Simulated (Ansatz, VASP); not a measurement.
**Ta: VASP beside Ansatz**

File INCAR:

```
  ALGO = Normal
  EDIFF = 1E-6
  EDIFFG = -0.04
  ENCUT = 600
  GGA = PE
  IBRION = 2
  ISIF = 3
  ISMEAR = 0
  LASPH = T
  LCHARG = F
  LREAL = F
  LWAVE = F
  NELM = 100
  NSW = 90
  PREC = Accurate
  SIGMA = 0.1
```

The input KPOINTS:

```
k-points
0
Gamma
  4 4 4
```

POSCAR

```
Ta
1.0
    5.9785482332      0.0000000000      0.0000000000
   -0.5487095217      4.7405422221      0.0000000000
   -1.0246234057     -2.9160701872      5.0461911679
Ta
6
Direct
    0.7904999161      0.5444859968      0.0427526597
    0.0042082571      0.8522947756      0.0383185811
    0.3674294639      0.0350527394      0.9075574176
    0.6914791536      0.0454647558      0.2353883863
    0.2207327651      0.6047305408      0.4211932605
    0.3196993701      0.9971963751      0.1974891557
```

Input for Ansatz:

```yaml
crystal:
  lattice:
    - [5.9785482332, 0.0, 0.0]
    - [-0.5487095217, 4.7405422221, 0.0]
    - [-1.0246234057, -2.9160701872, 5.0461911679]
  atoms:
    - { symbol: Ta, position: [0.7904999161, 0.5444859968, 0.0427526597] }
    - { symbol: Ta, position: [0.0042082571, 0.8522947756, 0.0383185811] }
    - { symbol: Ta, position: [0.3674294639, 0.0350527394, 0.9075574176] }
    - { symbol: Ta, position: [0.6914791536, 0.0454647558, 0.2353883863] }
    - { symbol: Ta, position: [0.2207327651, 0.6047305408, 0.4211932605] }
    - { symbol: Ta, position: [0.3196993701, 0.9971963751, 0.1974891557] }
basis:
  ecutwfc: 420
kpoints:
  mp_grid: { grid: [4, 4, 4] }
hamiltonian:
  xc: pbe
scf:
  occupations: { method: gaussian, width: 0.1 }
  lower_state_search: "off"
output:
  forces: true
  stress: true
  eigenvalues: true
relax:
  adjacent_minimum: "off"
  f_tol: 0.04
  max_steps: 70
  cell: { stress_tol: 0.4 }
```

Alike in both runs: task relaxation of cell and atoms; functional PBE; k mesh 4 × 4 × 4; occupations gaussian, width 0.1 eV; no spin polarisation.

|  | VASP | Ansatz |
| --- | --- | --- |
| version | VASP 6.6.1 | Ansatz 0.2.0 |
| potentials or method | VASP PAW PBE potentials, release 64 (Ta_pv), cutoff 600 eV | scalar-relativistic, plane waves, PAW |
| valence electrons in the cell | 66 | 78 |

|  | VASP | Ansatz | Ansatz less VASP |
| --- | --- | --- | --- |
| gap on the k mesh at the Fermi level, each at its own relaxed structure (eV) | none | none | - |
| relaxed volume (Å³/atom) | 18.23 | 18.22 | -0.010 |
| relaxed cell length with the largest relative difference (Å) | 4.685 | 4.678 | -0.0066 |

A gap of «none» marks a metal or a gap that the smearing closes. VASP's potentials hold 66 valence electrons a cell and Ansatz's 78, so a difference there can come from the potentials and not from the codes.

The k mesh is coarse, so the values compare programs but aren't converged. Neither program's run includes spin-orbit coupling. Noted on VASP's run: the volume moved by over 15 % at a fixed basis, so the end points are rough.
